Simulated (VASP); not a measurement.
Crystal: PbSe.

```
Pb Se
1.0
     3.85854    0.00000    0.00000
     0.00000    3.85854    0.00000
     0.00000    0.00000    3.85854
Pb Se
1 1
Direct
  0.00000 0.00000 0.00000
  0.50000 0.50000 0.50000
```

Base run:

```yaml
Program: VASP 6.6.1
Functional: r2SCAN
Potentials_or_basis: VASP PAW PBE potentials, release 64 (Pb_d, Se)
Cutoff: 520 eV
k_mesh: 7 × 7 × 7
Occupations: fermi-dirac, width 0.05 eV
Spin: no spin polarisation
```

Its results: band gap on the k mesh 0.18 eV, indirect (least direct gap 1.16 eV); pressure -3.3 GPa.

Question: After a change of settings the same cell gave: band gap on the k mesh zero (band 10 reaches 4.73 eV, above the bottom of band 11 at 4.70 eV); pressure -2.6 GPa. Which change was it?
A. functional from r2SCAN to HSE06; k mesh from 7 × 7 × 7 to 4 × 4 × 4
B. functional from r2SCAN to PBEsol
C. functional from r2SCAN to PBE
D. functional from r2SCAN to LDA; potentials or basis from VASP PAW PBE potentials, release 64 (Pb_d, Se) to VASP PAW LDA potentials, release 64 (Pb_d, Se)

Answer: C.

r2SCAN gives the wider gap, since meta-GGAs in the generalised Kohn-Sham scheme recover part of the derivative discontinuity.

Caveats: spin-orbit coupling is left out, which moves the levels of the heavy elements; the PAW data sets were made with another functional, which shifts forces and pressure a little (some runs).
